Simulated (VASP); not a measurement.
Input of a VASP 6.6.1 run:

File INCAR:

```
SYSTEM = Ru
PREC     = Accurate       ! precision mode
ENCUT    = 500            ! plane-wave cutoff, eV
EDIFF    = 1E-6           ! SCF threshold, eV
ISMEAR   = -1             ! smearing method
SIGMA    = 0.1            ! smearing width, eV
LREAL    = .False.        ! projectors in reciprocal space
LASPH    = .True.         ! aspherical terms in the spheres
NELM     = 120            ! most SCF steps
ALGO     = Normal         ! electronic algorithm
ISIF     = 2              ! what is computed and relaxed
LWAVE    = .False.        ! write WAVECAR
LCHARG   = .False.        ! write CHGCAR
GGA      = PE             ! functional
NBANDS   = 28             ! bands
GGA_COMPAT= .False.
```

The input KPOINTS:

```
regular mesh
0
Gamma
  9 9 12
  0 0 0
```

File POSCAR:

```
Ru
1.0
    4.1213460899      0.0000000000      0.0000000000
   -2.0606730450      3.5691904116      0.0000000000
    0.0000000000      0.0000000000      2.5672699696
Ru
3
Direct
    0.0000000000      0.0000000000      0.0000000000
    0.3333333333      0.6666666667      0.5000000000
    0.6666666667      0.3333333333      0.5000000000
```

Potentials or basis: VASP PAW PBE potentials, release 64 (Ru_pv).

Launch:

```sh
$ cat potpaw_PBE.64/Ru_pv/POTCAR > POTCAR
$ mpirun -np 1 vasp_std > vasp.out
```

(1) Estimate the pressure.

(2) Predict the band gap on the k mesh.

Results:

(1) 44.3 GPa.

(2) zero (band 21 reaches 15.80 eV, above the bottom of band 22 at 12.99 eV).
